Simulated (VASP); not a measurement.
# MnS (Fm-3m) in VASP: further runs

MnS is run at these levels: PBE+U; tasks: single point.

All numbers are computed with VASP 6.6.1; they aren't measurements. Logs are shortened: lines on timing, memory, paths and dates and some standing lists are left out, and cuts for length are marked.

### 1 The cell of the first run

It takes space group Fm-3m (No. 225, cubic). Conventional cell: a = 5.240 Å, b = 5.240 Å, c = 5.240 Å, α = 90.00°, β = 90.00°, γ = 90.00°. Within 3.5 Å of Mn (site symmetry m-3m) lie 6 S at 2.62 Å. S (site symmetry m-3m) has 6 Mn at 2.62 Å within 3.5 Å.

### 2 Single point, PBE+U, collinear spin, antiferromagnetic start

INCAR reads:

```
PREC = Accurate ; ENCUT = 520
EDIFF = 1E-7 ; ISMEAR = 0
SIGMA = 0.03 ; LREAL = F
LASPH = T ; NELM = 150
ALGO = Normal ; ISIF = 2
LWAVE = F ; LCHARG = F
ISPIN = 2 ; MAGMOM = 4.5 -4.5 0 0
LORBIT = 11 ; LMAXMIX = 4
LDAU = T ; LDAUTYPE = 2
LDAUL = 2 -1 ; LDAUU = 3.1 0
LDAUJ = 0 0 ; LDAUPRINT = 1
GGA = PE ; NBANDS = 31
ISYM = 0
```

KPOINTS reads:

```
regular mesh
0
Gamma
  4 5 6
```

POSCAR reads:

```
MnS
1.0
   -2.6200000000     -2.6200000000     -5.2400000000
    2.6200000000     -2.6200000000      0.0000000000
   -2.6200000000     -2.6200000000      0.0000000000
Mn S
2 2
Direct
    0.0000000000      0.0000000000      0.0000000000
    0.5000000000      0.5000000000      0.0000000000
    0.0000000000      0.5000000000      0.5000000000
    0.5000000000      0.0000000000      0.5000000000
```

Potentials or basis: VASP PAW PBE potentials, release 64 (Mn_pv, S).

The run is started by

```bash
> cat potpaw_PBE.64/Mn_pv/POTCAR potpaw_PBE.64/S/POTCAR > POTCAR
> mpirun -np 1 vasp_std > vasp.out
```

OUTCAR:

```text
PREC = Accurate
   ENCUT = 520
   EDIFF = 1E-7
   ISMEAR = 0
   LREAL = F
   LASPH = T
   NELM = 150
   ISIF = 2
   ISPIN = 2
   LORBIT = 11
   GGA = PE
   ISYM = 0

 ion  position               nearest neighbor table
   1  0.000  0.000  0.000-   3 2.62   3 2.62   4 2.62   3 2.62   3 2.62   4 2.62
   2  0.500  0.500  0.000-   4 2.62   3 2.62   4 2.62   4 2.62   4 2.62   3 2.62
   3  0.000  0.500  0.500-   1 2.62   1 2.62   2 2.62   1 2.62   1 2.62   2 2.62
   4  0.500  0.000  0.500-   2 2.62   1 2.62   2 2.62   2 2.62   2 2.62   1 2.62

IMPORTANT INFORMATION: All symmetrisations will be switched off!
NOSYMM: (Re-)initialisation of all symmetry stuff for point group C_1.

----------------------------------------------------------------------------------------

                                     Primitive cell

  volume of cell :      71.9389

  direct lattice vectors                    reciprocal lattice vectors
    -2.620000000 -2.620000000 -5.240000000     0.000000000  0.000000000 -0.190839695
     2.620000000 -2.620000000  0.000000000     0.190839695 -0.190839695  0.000000000
    -2.620000000 -2.620000000  0.000000000    -0.190839695 -0.190839695  0.190839695

  length of vectors
     6.417663126  3.705239533  3.705239533     0.190839695  0.269888084  0.330544047

  position of ions in fractional coordinates (direct lattice)
     0.000000000  0.000000000  0.000000000
     0.500000000  0.500000000  0.000000000
     0.000000000  0.500000000  0.500000000
     0.500000000  0.000000000  0.500000000

  ion indices of the primitive-cell ions
   primitive index   ion index
                 1           1
                 2           2
                 3           3
                 4           4

----------------------------------------------------------------------------------------

 KPOINTS: regular mesh

Automatic generation of k-mesh.
[... 190 lines left out ...]
  o =  0.0809  v =  0.0010  0.0001  1.0000  0.0001  0.0000  0.0000  0.0000  0.0000  0.0000  0.0000      0.0000  0.0000  0.0000  0.0000  0.0000  0.0000  0.0000  0.0000  0.0000  0.0000
  o =  0.0841  v = -0.0000 -0.0000 -0.0000  0.0000  1.0000  0.0000  0.0000  0.0000  0.0000  0.0000      0.0000  0.0000  0.0000  0.0000  0.0000  0.0000  0.0000  0.0000  0.0000  0.0000
  o =  0.9283  v =  0.0000  0.0000  0.0000  0.0000  0.0000 -0.0000 -0.7065 -0.0000  0.7077  0.0000      0.0000  0.0000  0.0000  0.0000  0.0000  0.0000  0.0000  0.0000  0.0000  0.0000
  o =  0.9283  v =  0.0000  0.0000  0.0000  0.0000  0.0000  0.0003 -0.7077  0.0006 -0.7065 -0.0000      0.0000  0.0000  0.0000  0.0000  0.0000  0.0000  0.0000  0.0000  0.0000  0.0000
  o =  0.9307  v =  0.0000  0.0000  0.0000  0.0000  0.0000 -1.0000 -0.0002  0.0008 -0.0002 -0.0000      0.0000  0.0000  0.0000  0.0000  0.0000  0.0000  0.0000  0.0000  0.0000  0.0000
  o =  0.9506  v =  0.0000  0.0000  0.0000  0.0000  0.0000 -0.0008 -0.0004 -1.0000 -0.0004 -0.0000      0.0000  0.0000  0.0000  0.0000  0.0000  0.0000  0.0000  0.0000  0.0000  0.0000
  o =  0.9509  v =  0.0000  0.0000  0.0000  0.0000  0.0000 -0.0000  0.0000 -0.0000 -0.0000  1.0000      0.0000  0.0000  0.0000  0.0000  0.0000  0.0000  0.0000  0.0000  0.0000  0.0000

 number of electron      37.9999996 magnetization       0.0000000

 Free energy of the ion-electron system (eV)
  ---------------------------------------------------
  ext. energy  EPLUGINS =         0.00000000
  ---------------------------------------------------
  free energy    TOTEN  =       -26.37948255 eV

  energy without entropy =      -26.37948255  energy(sigma->0) =      -26.37948255

 E-fermi :   6.3954     XC(G=0): -10.5199

 val. band max:        6.2697069021   @ k =   0.0000   0.0000   0.5000
 cond. band min:       7.2332096471   @ k =   0.0000   0.0000   0.0000
 fundamental gap:      0.9635027450
 Fermi energy:         6.3953867836

 spin component 1

 k-point     1 :       0.0000    0.0000    0.0000
  band No.  band energies     occupation
      1     -44.4873      1.00000
      2     -44.4810      1.00000
      3     -44.4803      1.00000
      4     -39.6422      1.00000
      5     -39.6336      1.00000
      6     -39.6331      1.00000
[... 1625 lines left out ...]
     30      14.1819      0.00000
     31      14.5107      0.00000

 [... further k-points ...]

------------------------ aborting loop because EDIFF is reached ----------------------------------------

  FORCE on cell =-STRESS in cart. coord.  units (eV):
  Direction    XX          YY          ZZ          XY          YZ          ZX
  --------------------------------------------------------------------------------------
  -------------------------------------------------------------------------------------
  Total        0.5760323      0.5760316      0.5457767     -0.0103672     -0.0002112     -0.0002114
  in kB       12.8290222     12.8290062     12.1551899     -0.2308919     -0.0047040     -0.0047080
  external PRESSURE =      12.6044061 kB  Pullay stress =       0.0000000 kB

 VOLUME and BASIS-vectors are now :
 -----------------------------------------------------------------------------
  energy-cutoff  :      520.00
  volume of cell :       71.94
      direct lattice vectors                 reciprocal lattice vectors
    -2.620000000 -2.620000000 -5.240000000     0.000000000  0.000000000 -0.190839695
     2.620000000 -2.620000000  0.000000000     0.190839695 -0.190839695  0.000000000
    -2.620000000 -2.620000000  0.000000000    -0.190839695 -0.190839695  0.190839695

 POSITION                                       TOTAL-FORCE (eV/Angst)
 -----------------------------------------------------------------------------------
      0.00000      0.00000      0.00000        -0.000000     -0.000000     -0.000000
      0.00000     -2.62000     -2.62000        -0.000000      0.000000      0.000000
      0.00000     -2.62000      0.00000         0.000000     -0.000000      0.000000
     -2.62000     -2.62000     -2.62000         0.000000     -0.000000      0.000000
 -----------------------------------------------------------------------------------
    total drift:                               -0.000000      0.000000     -0.000000

  FREE ENERGIE OF THE ION-ELECTRON SYSTEM (eV)
  ---------------------------------------------------
  free  energy   TOTEN  =       -26.3794825476 eV

  energy  without entropy=      -26.3794825476  energy(sigma->0) =      -26.37948255

 total charge

# of ion       s       p       d       tot
------------------------------------------
    1        0.215   6.164   4.889  11.267
    2        0.215   6.164   4.889  11.267
    3        1.321   2.449   0.000   3.770
    4        1.321   2.449   0.000   3.770
--------------------------------------------------
tot          3.071  17.226   9.778  30.075

 magnetization (x)

# of ion       s       p       d       tot
------------------------------------------
    1        0.041   0.035   4.461   4.538
    2       -0.041  -0.035  -4.461  -4.538
    3        0.007   0.024   0.000   0.031
    4       -0.007  -0.024   0.000  -0.031
--------------------------------------------------
tot         -0.000   0.000  -0.000  -0.000
```

OSZICAR:

```text
N       E                     dE             d eps       ncg     rms          rms(c)
DAV:   1     0.390747724067E+03    0.39075E+03   -0.20467E+04  7960   0.131E+03
DAV:   2     0.584449658505E+00   -0.39016E+03   -0.37140E+03  7912   0.386E+02
DAV:   3    -0.259035840302E+02   -0.26488E+02   -0.26055E+02  9088   0.108E+02
DAV:   4    -0.264790790548E+02   -0.57550E+00   -0.57449E+00  8874   0.161E+01
DAV:   5    -0.264895550752E+02   -0.10476E-01   -0.10474E-01  9353   0.236E+00    0.152E+01
DAV:   6    -0.256764192776E+02    0.81314E+00   -0.11382E+01  8166   0.351E+01    0.157E+01
DAV:   7    -0.263258534682E+02   -0.64943E+00   -0.20079E+00  8402   0.995E+00    0.931E+00
DAV:   8    -0.263555000328E+02   -0.29647E-01   -0.21163E-01  9071   0.347E+00    0.508E+00
DAV:   9    -0.263743708755E+02   -0.18871E-01   -0.35855E-02  8628   0.164E+00    0.396E-01
DAV:  10    -0.263787182118E+02   -0.43473E-02   -0.75542E-03  9446   0.116E+00    0.288E-01
DAV:  11    -0.263793628880E+02   -0.64468E-03   -0.99121E-04  8963   0.235E-01    0.163E-01
DAV:  12    -0.263794422647E+02   -0.79377E-04   -0.23525E-04  8829   0.927E-02    0.828E-02
DAV:  13    -0.263794863397E+02   -0.44075E-04   -0.30805E-05  8934   0.464E-02    0.300E-02
DAV:  14    -0.263794814565E+02    0.48832E-05   -0.23997E-05  8850   0.222E-02    0.844E-03
DAV:  15    -0.263794821402E+02   -0.68369E-06   -0.34324E-06  9817   0.106E-02    0.414E-03
DAV:  16    -0.263794825428E+02   -0.40261E-06   -0.25373E-07  7661   0.320E-03    0.184E-03
DAV:  17    -0.263794825476E+02   -0.47612E-08   -0.12189E-08  5069   0.857E-04
   1 F= -.26379483E+02 E0= -.26379483E+02  d E =-.336734E-11  mag=    -0.0000
```

Wall time 7.6 min (1 thread of Intel Xeon 8259CL, shared host); peak memory 0.34 GiB.

What came out:

```
Free energy                                           : -26.3795 eV
Pressure                                              : 1.3 GPa
Band gap on the k mesh                                : 0.96 eV
Net moment                                            : 0.00 μB per cell
Site moments                                          : Mn +4.54, -4.54; S +0.03, -0.03 μB
Valence electrons inside the program's atomic spheres : Mn 11.27; S 3.77
```

Eigenvalues of the final occupation matrices:
```csv
site,spin,trace,eigenvalues
site 1 d,1,4.69,0.93 0.93 0.93 0.95 0.95
site 1 d,2,0.22,0.02 0.02 0.02 0.08 0.08
site 2 d,1,0.22,0.02 0.02 0.02 0.08 0.08
site 2 d,2,4.69,0.93 0.93 0.93 0.95 0.95
```

Caveat: an odd mesh through Γ misses points on the zone boundary, where band edges can lie.

### 3 Single point, PBE+U, collinear spin, antiferromagnetic start

INCAR reads:

```
SYSTEM = MnS
PREC = Accurate ; ENCUT = 520
EDIFF = 1E-7 ; ISMEAR = 0
SIGMA = 0.03 ; LREAL = .FALSE.
LASPH = .TRUE. ; NELM = 150
ALGO = Normal ; ISIF = 2
LWAVE = .FALSE. ; LCHARG = .TRUE.
ISPIN = 2 ; MAGMOM = 4.5 -4.5 0 0
LORBIT = 11 ; LMAXMIX = 4
LDAU = .TRUE. ; LDAUTYPE = 2
LDAUL = 2 -1 ; LDAUU = 3.1 0
LDAUJ = 0 0 ; LDAUPRINT = 1
GGA = PE ; LELF = .TRUE.
LVHAR = .TRUE. ; NBANDS = 31
ISYM = 0
```

KPOINTS reads:

```
Automatic mesh
0
G
  4 5 6
  0 0 0
```

POSCAR is that of step 2.

Potentials or basis: VASP PAW PBE potentials, release 64 (Mn_pv, S).

The run is started by

```bash
> cat potpaw_PBE.64/Mn_pv/POTCAR potpaw_PBE.64/S/POTCAR > POTCAR
> mpirun -np 1 vasp_std > vasp.out
```

Wall time 5.5 min (1 thread of Intel Xeon 8259CL, shared host); peak memory 0.34 GiB.

The run converged. Its results:

```yaml
Free_energy: -26.3795 eV
Pressure: 1.3 GPa
Band_gap_on_the_k_mesh: 0.96 eV
Net_moment: 0.00 μB per cell
Site_moments: Mn +4.54, -4.54; S +0.03, -0.03 μB
Valence_electrons_inside_the_program's_atomic_spheres: Mn 11.27; S 3.77
```

Levels at points of the mesh, in eV from the valence-band top:
Spin up:
| k point | band 16 | band 17 | band 18 | band 19 | band 20 | band 21 | band 22 | band 23 |
| --- | --- | --- | --- | --- | --- | --- | --- | --- |
| (0.00, 0.00, 0.00) | -2.96 | -1.39 | -1.39 | -1.39 | 0.96 | 1.29 | 1.93 | 2.40 |
| (0.50, 0.00, 0.00) | -2.44 | -2.22 | -1.88 | -1.88 | 0.98 | 1.93 | 2.59 | 2.89 |
| (0.00, 0.00, 0.50) | -2.60 | -2.38 | -0.21 | 0.00 | 2.92 | 2.94 | 3.05 | 3.20 |
| (0.50, 0.00, 0.50) | -3.18 | -2.73 | -2.50 | -0.11 | 2.38 | 2.53 | 2.77 | 2.91 |
Spin down:
```
           k point  band 16  band 17  band 18  band 19  band 20  band 21  band 22  band 23
(0.00, 0.00, 0.00)    -2.96    -1.39    -1.39    -1.39     0.96     1.29     1.93     2.40
(0.50, 0.00, 0.00)    -2.44    -2.22    -1.88    -1.88     0.98     1.93     2.59     2.89
(0.00, 0.00, 0.50)    -2.60    -2.38    -0.21     0.00     2.92     2.94     3.05     3.20
(0.50, 0.00, 0.50)    -3.18    -2.73    -2.50    -0.11     2.38     2.53     2.77     2.91
```

Eigenvalues of the final occupation matrices:
| site | spin | trace | eigenvalues |
| --- | --- | --- | --- |
| site 1 d | 1 | 4.69 | 0.93 0.93 0.93 0.95 0.95 |
| site 1 d | 2 | 0.22 | 0.02 0.02 0.02 0.08 0.08 |
| site 2 d | 1 | 0.22 | 0.02 0.02 0.02 0.08 0.08 |
| site 2 d | 2 | 4.69 | 0.93 0.93 0.93 0.95 0.95 |

Caveat: an odd mesh through Γ misses points on the zone boundary, where band edges can lie.
